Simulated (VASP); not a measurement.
# WC (P3m1) in VASP: notebook

Runs on WC. Level: PBE. Tasks: single point.

Program: VASP 6.6.1. These are calculated values, not measurements. Logs are shortened: lines on timing, memory, paths and dates and some standing lists are left out, and cuts for length are marked.

### Step 1. The cell of the first run

The structure is trigonal, space group P3m1 (No. 156). Conventional cell: a = 2.901 Å, b = 2.901 Å, c = 2.829 Å, α = 90.00°, β = 90.00°, γ = 120.00°. W (site symmetry 3m) has 6 C at 2.01 to 2.40 Å within 2.7 Å. Within 2.7 Å of C (site symmetry 3m) lie 6 W at 2.01 to 2.40 Å.

### Step 2. Single point, PBE (atom 2 (C) moved by (+0.000, -0.300) A along x and z)

The input, INCAR:

```
SYSTEM = WC
PREC = Accurate
ENCUT = 520
EDIFF = 1E-6
ISMEAR = 0
SIGMA = 0.15
LREAL = .FALSE.
LASPH = .TRUE.
NELM = 100
ALGO = Normal
ISIF = 2
LWAVE = .FALSE.
LCHARG = .FALSE.
GGA = PE
NBANDS = 16
```

The input, KPOINTS:

```
Automatic mesh
0
G
  18 18 16
  0 0 0
```

The input, POSCAR:

```
WC
1.0
    2.9005014360      0.0000000000      0.0000000000
   -1.4502507180      2.5119079273      0.0000000000
    0.0000000000      0.0000000000      2.8290000000
W C
1 1
Direct
    0.0000000000      0.0000000000      0.0000000000
    0.6666666667      0.3333333333      0.3939554613
```

Potentials or basis: VASP PAW PBE potentials, release 64 (W_sv, C).

On the command line:

```bash
$ cat potpaw_PBE.64/W_sv/POTCAR potpaw_PBE.64/C/POTCAR > POTCAR
$ mpirun -np 1 vasp_std > vasp.out
```

OUTCAR:

```text
SYSTEM = WC
   PREC = Accurate
   ENCUT = 520
   EDIFF = 1E-6
   ISMEAR = 0
   LREAL = .FALSE.
   LASPH = .TRUE.
   NELM = 100
   ISIF = 2
   GGA = PE

 ion  position               nearest neighbor table
   1  0.000  0.000  0.000-   2 2.01   2 2.01   2 2.01   2 2.40   2 2.40   2 2.40
   2  0.667  0.333  0.394-   1 2.01   1 2.01   1 2.01   1 2.40   1 2.40   1 2.40

  LATTYP: Found a hexagonal cell.
 ALAT       =     2.9005014360
 C/A-ratio  =     0.9753485949

  Lattice vectors:

 A1 = (   2.9005014360,   0.0000000000,   0.0000000000)
 A2 = (  -1.4502507180,   2.5119079273,   0.0000000000)
 A3 = (   0.0000000000,   0.0000000000,   2.8290000000)

Analysis of symmetry for initial positions (statically):
=====================================================================
 Subroutine PRICEL returns:
 Original cell was already a primitive cell.

 Routine SETGRP: Setting up the symmetry group for a
 hexagonal supercell.

 Subroutine GETGRP returns: Found  6 space group operations
 (whereof  6 operations were pure point group operations)
 out of a pool of 24 trial point group operations.

The static configuration has the point symmetry C_3v.

Analysis of symmetry for dynamics (positions and initial velocities):
=====================================================================
 Subroutine PRICEL returns:
 Original cell was already a primitive cell.

 Routine SETGRP: Setting up the symmetry group for a
 hexagonal supercell.

 Subroutine GETGRP returns: Found  6 space group operations
 (whereof  6 operations were pure point group operations)
 out of a pool of 24 trial point group operations.

The dynamic configuration has the point symmetry C_3v.

 Subroutine INISYM returns: Found  6 space group operations
 (whereof  6 operations are pure point group operations),
 and found     1 'primitive' translations

----------------------------------------------------------------------------------------

                                     Primitive cell

  volume of cell :      20.6115

  direct lattice vectors                    reciprocal lattice vectors
     2.900501436  0.000000000  0.000000000     0.344767973  0.199051882  0.000000000
    -1.450250718  2.511907927  0.000000000     0.000000000  0.398103764  0.000000000
     0.000000000  0.000000000  2.829000000     0.000000000  0.000000000  0.353481796

  length of vectors
     2.900501436  2.900501436  2.829000000     0.398103764  0.398103764  0.353481796

  position of ions in fractional coordinates (direct lattice)
     0.000000000  0.000000000  0.000000000
     0.666666667  0.333333333  0.393955461

  ion indices of the primitive-cell ions
   primitive index   ion index
                 1           1
                 2           2

----------------------------------------------------------------------------------------

 KPOINTS: Automatic mesh

Automatic generation of k-mesh.
 Grid dimensions read from file:
 generate k-points for:   18   18   16

 Generating k-lattice:

  Cartesian coordinates                     Fractional coordinates (reciprocal lattice)
     0.019153776  0.011058438  0.000000000     0.055555556  0.000000000  0.000000000
     0.000000000  0.022116876  0.000000000     0.000000000  0.055555556  0.000000000
     0.000000000  0.000000000  0.022092612     0.000000000  0.000000000  0.062500000

  Length of vectors
     0.022116876  0.022116876  0.022092612

  Shift w.r.t. Gamma in fractional coordinates (k-lattice)
     0.000000000  0.000000000  0.000000000

 Subroutine IBZKPT returns following result:
 ===========================================

 Found    522 irreducible k-points:

 Following reciprocal coordinates:
            Coordinates               Weight
  0.000000  0.000000  0.000000      1.000000
  0.055556  0.000000  0.000000      6.000000
  0.111111  0.000000  0.000000      6.000000
  0.166667  0.000000  0.000000      6.000000
  0.222222 -0.000000  0.000000      6.000000
  0.277778  0.000000  0.000000      6.000000
[... 16 lines left out ...]
  0.333333  0.111111  0.000000     12.000000
  0.388889  0.111111  0.000000     12.000000
 [... further k-points ...]
   k-points           NKPTS =    522   k-points in BZ     NKDIM =    522   number of bands    NBANDS=     16
   number of dos      NEDOS =    301   number of ions     NIONS =      2
   total plane-waves  NPLWV =  13824
   dimension x,y,z NGX =    24 NGY =   24 NGZ =   24
   dimension x,y,z NGXF=    48 NGYF=   48 NGZF=   48
   ions per type =               1   1
   NGX,Y,Z   is equivalent  to a cutoff of  13.76, 13.76, 14.10 a.u.
   NGXF,Y,Z  is equivalent  to a cutoff of  27.51, 27.51, 28.21 a.u.
 SYSTEM =  WC
   PREC   = accura    normal or accurate (medium, high low for compatibility)
   ISTART =      0    job   : 0-new  1-cont  2-samecut
   ICHARG =      2    charge: 1-file 2-atom 10-const
   ISPIN  =      1    spin polarized calculation?
   LNONCOLLINEAR =      F non collinear calculations
   LSORBIT =      F    spin-orbit coupling
   LASPH  =      T    aspherical Exc in radial PAW
   ENCUT  =  520.0 eV  38.22 Ry    6.18 a.u.   5.39  5.39  5.26*2*pi/ulx,y,z
   NELM   =    100;   NELMIN=  2; NELMDL= -5     # of ELM steps
   EDIFF  = 0.1E-05   stopping-criterion for ELM
   LREAL  =      F    real-space projection
   EDIFFG = 0.1E-04   stopping-criterion for IOM
   NSW    =      0    number of steps for IOM
   IBRION =     -1    ionic relax: 0-MD 1-quasi-New 2-CG
   NFREE  =      0    steps in history (QN), initial steepest desc. (CG)
   ISIF   =      2    stress and relaxation
   ISYM   =      2    0-nonsym 1-usesym 2-fastsym
   POTIM  = 0.5000    time-step for ionic-motion
   TEBEG  =    0.0;   TEEND  =   0.0 temperature during run
   PSTRESS=    0.0 pullay stress
   NELECT =      18.0000    total number of electrons
   NUPDOWN=      -1.0000    fix difference up-down
   EMIN   =  10.00;   EMAX   =-10.00  energy-range for DOS
   EFERMI =   0.00;   METHOD = LEGACY
   ISMEAR =     0;   SIGMA  =   0.15  broadening in eV -4-tet -1-fermi 0-gaus
   EFERMI_NEDOS =   21; number of points for ismear=-14 and -15
   IALGO  =     38    algorithm
   IMIX   =      4    mixing-type and parameters
     AMIX     =   0.40;   BMIX     =  1.00
     AMIX_MAG =   1.60;   BMIX_MAG =  1.00
  volume/ion in A,a.u.               =      10.31        69.55
  Fermi-wavevector in a.u.,A,eV,Ry     =   1.564813  2.957068 33.315762  2.448639
  Thomas-Fermi vector in A             =   2.667381
   LORBIT       =      0    0 simple, 1 ext, 2 COOP (PROOUT), +10 PAW based schemes
   GGA     = PE    functional components
   LHFCALC =     F    Hartree Fock is set to
   AEXX    =    0.0000 exact exchange contribution
   IVDW    =     0    specifies the selected vdW correction
   LEPSILON=     F    determine dielectric tensor
   LRPA    =     F    only Hartree local field effects (RPA)
 non-spin polarized calculation
 Gauss-broadening in eV      SIGMA  =   0.15
  energy-cutoff  :      520.00
  volume of cell :       20.61
 maximum number of plane-waves:       580
 NGX is ok and might be reduce to    24
   NGX = 11   NGY = 11   NGZ = 11

 number of electron      18.0000001 magnetization

 Free energy of the ion-electron system (eV)
  ---------------------------------------------------
  ext. energy  EPLUGINS =         0.00000000
  ---------------------------------------------------
  free energy    TOTEN  =       -21.71804205 eV

  energy without entropy =      -21.71438410  energy(sigma->0) =      -21.71621307

 E-fermi :  11.4012     XC(G=0): -13.7826

 val. band max:       11.3950058064   @ k =   0.0000   0.0556   0.3125
 cond. band min:      11.4090986142   @ k =   0.0000   0.1111   0.3125
 fundamental gap:      0.0140928078
 Fermi energy:        11.4011659957

 k-point     1 :       0.0000    0.0000    0.0000
  band No.  band energies     occupation
      1     -62.6644      2.00000
      2     -26.6730      2.00000
      3     -26.6121      2.00000
      4     -26.6121      2.00000
      5      -3.2961      2.00000
      6       5.9521      2.00000
[... 8 lines left out ...]
     15      23.6521      0.00000
     16      28.1675      0.00000

 k-point     2 :       0.0556    0.0000    0.0000
  band No.  band energies     occupation
      1     -62.6625      2.00000
      2     -26.6715      2.00000
      3     -26.6381      2.00000
      4     -26.6184      2.00000
      5      -3.2121      2.00000
      6       5.9701      2.00000
[... 8 lines left out ...]
     15      23.7240      0.00000
     16      28.2224      0.00000

 k-point     3 :       0.1111    0.0000    0.0000
  band No.  band energies     occupation
      1     -62.6571      2.00000
      2     -26.7234      2.00000
      3     -26.6563      2.00000
      4     -26.6364      2.00000
      5      -2.9678      2.00000
      6       5.9422      2.00000
[... 8 lines left out ...]
     15      23.9273      0.00000
     16      28.3379      0.00000

 k-point     4 :       0.1667    0.0000    0.0000
  band No.  band energies     occupation
      1     -62.6488      2.00000
      2     -26.8426      2.00000
      3     -26.6639      2.00000
      4     -26.6425      2.00000
      5      -2.5851      2.00000
      6       5.6880      2.00000
[... 8 lines left out ...]
     15      24.2472      0.00000
     16      28.4515      0.00000
[... 324 lines left out ...]
 k-point    22 :       0.2778    0.1111    0.0000
  band No.  band energies     occupation
      1     -62.6150      2.00000
      2     -27.2732      2.00000
      3     -26.8184      2.00000
      4     -26.5811      2.00000
      5      -0.8411      2.00000
      6       4.5125      2.00000
[... 8 lines left out ...]
     15      26.1489      0.00000
     16      27.9477      0.00000

 k-point    23 :       0.3333    0.1111    0.0000
  band No.  band energies     occupation
      1     -62.6072      2.00000
      2     -27.3693      2.00000
      3     -26.8528      2.00000
      4     -26.5668      2.00000
      5      -0.3855      2.00000
      6       4.3491      2.00000
[... 8 lines left out ...]
     15      26.3815      0.00000
     16      27.2336      0.00000

 k-point    24 :       0.3889    0.1111    0.0000
  band No.  band energies     occupation
      1     -62.6020      2.00000
      2     -27.4313      2.00000
      3     -26.8752      2.00000
      4     -26.5574      2.00000
      5      -0.0752      2.00000
      6       4.2922      2.00000
[... 8 lines left out ...]
     15      25.6223      0.00000
     16      27.5927      0.00000

 [... further k-points ...]
[... 5 lines left out ...]
  --------------------------------------------------------------------------------------
  -------------------------------------------------------------------------------------
  Total        3.8104248      3.8104248      3.9901576      0.0000000      0.0000000      0.0000000
  in kB      296.1926156    296.1926156    310.1636402      0.0000000      0.0000000      0.0000000
  external PRESSURE =     300.8496238 kB  Pullay stress =       0.0000000 kB

 VOLUME and BASIS-vectors are now :
 -----------------------------------------------------------------------------
  energy-cutoff  :      520.00
  volume of cell :       20.61
      direct lattice vectors                 reciprocal lattice vectors
     2.900501436  0.000000000  0.000000000     0.344767973  0.199051882  0.000000000
    -1.450250718  2.511907927  0.000000000     0.000000000  0.398103764  0.000000000
     0.000000000  0.000000000  2.829000000     0.000000000  0.000000000  0.353481796

 POSITION                                       TOTAL-FORCE (eV/Angst)
 -----------------------------------------------------------------------------------
      0.00000      0.00000      0.00000        -0.000000      0.000000     -5.065908
      1.45025      0.83730      1.11450         0.000000      0.000000      5.065908
 -----------------------------------------------------------------------------------
    total drift:                               -0.000000      0.000000      0.000561

  FREE ENERGIE OF THE ION-ELECTRON SYSTEM (eV)
  ---------------------------------------------------
  free  energy   TOTEN  =       -21.7180420465 eV

  energy  without entropy=      -21.7143841013  energy(sigma->0) =      -21.71621307
```

Run time: 98 s. Hardware: 1 thread of Intel Xeon 6975P-C (Granite Rapids), shared host; peak memory 0.28 GiB.

Results:

- Free energy: -21.7180 eV
- Pressure: 30.1 GPa
- Largest force: 5.066 eV/Å
- Band gap on the k mesh: zero (bands 9 and 10 overlap by 1.80 eV)

Forces on the atoms (eV/Å):
```
W    0.000  0.000 -5.066
C    0.000  0.000  5.066
```

Stress tensor (GPa, compression positive):
```
29.62  0.00  0.00
 0.00 29.62  0.00
 0.00  0.00 31.02
```

Levels at points of the mesh, in eV from the Fermi level:
```tsv
k point	band 7	band 8	band 9	band 10	band 11	band 12
(0.00, 0.00, 0.00)	-4.16	-4.16	1.36	2.68	2.68	6.13
(0.50, 0.00, 0.00)	-4.31	-2.79	-1.62	3.04	4.33	4.49
(0.00, 0.00, 0.50)	-3.26	-3.26	-0.43	-0.43	4.19	5.08
(0.50, 0.00, 0.50)	-4.68	-4.05	0.17	4.05	5.17	6.15
```

Caveat: the cell differs from its parent crystal (atom 2 (C) moved by (+0.000, -0.300) A along x and z); the cell stands under pressure; spin-orbit coupling is left out, which moves the levels of the heavy elements; forces of over 1 eV/Å act on the atoms, so gaps and moduli don't describe the material at rest.

### Step 3. Single point, PBE (atom 2 (C) moved by (+0.000, -0.150) A along x and z)

The input, INCAR:

```
PREC = Accurate ; ENCUT = 520
EDIFF = 1E-6 ; ISMEAR = 0
SIGMA = 0.15 ; LREAL = F
LASPH = T ; NELM = 100
ALGO = Normal ; ISIF = 2
LWAVE = F ; LCHARG = T
GGA = PE ; LELF = T
LVHAR = T ; NBANDS = 16
```

The input, KPOINTS:

```
regular mesh
0
Gamma
  18 18 16
```

Changes to POSCAR since step 2:

```diff
@@ -9,2 +9,2 @@
     0.0000000000      0.0000000000      0.0000000000
-    0.6666666667      0.3333333333      0.3939554613
+    0.6666666667      0.3333333333      0.4469777306
```

Potentials or basis: VASP PAW PBE potentials, release 64 (W_sv, C).

On the command line:

```bash
$ cat potpaw_PBE.64/W_sv/POTCAR potpaw_PBE.64/C/POTCAR > POTCAR
$ mpirun -np 1 vasp_std > vasp.out
```

Run time: 1.8 min. Hardware: 1 thread of Intel Xeon 6975P-C (Granite Rapids), shared host; peak memory 0.28 GiB.

Results (log left out):

| Item | Value |
| --- | --- |
| Free energy | -22.2667 eV |
| Pressure | 14.8 GPa |
| Largest force | 2.298 eV/Å |
| Band gap on the k mesh | zero (bands 9 and 10 overlap by 1.14 eV) |

Forces in eV/Å, atoms in the order of the input:
```
W    0.000  0.000 -2.298
C    0.000  0.000  2.298
```

Stress tensor (GPa, compression positive):
```
13.90  0.00  0.00
 0.00 13.90  0.00
 0.00  0.00 16.59
```

Levels at points of the mesh, in eV from the Fermi level:
| k point | band 6 | band 7 | band 8 | band 9 | band 10 | band 11 | band 12 | band 13 |
| --- | --- | --- | --- | --- | --- | --- | --- | --- |
| (0.00, 0.00, 0.00) | -4.67 | -3.56 | -3.56 | 0.47 | 3.09 | 3.09 | 5.95 | 5.95 |
| (0.50, 0.00, 0.00) | -7.10 | -3.95 | -3.24 | -0.82 | 2.63 | 4.55 | 4.79 | 6.15 |
| (0.00, 0.00, 0.50) | -8.64 | -2.39 | -2.39 | -0.50 | -0.50 | 3.84 | 4.69 | 4.69 |
| (0.50, 0.00, 0.50) | -6.68 | -4.43 | -4.15 | 0.28 | 4.38 | 5.33 | 6.55 | 9.15 |

Caveat: the cell differs from its parent crystal (atom 2 (C) moved by (+0.000, -0.150) A along x and z); the cell stands under pressure; spin-orbit coupling is left out, which moves the levels of the heavy elements; forces of over 1 eV/Å act on the atoms, so gaps and moduli don't describe the material at rest.

The gap in the log of VASP goes by the Fermi energy; the results here count the filled bands.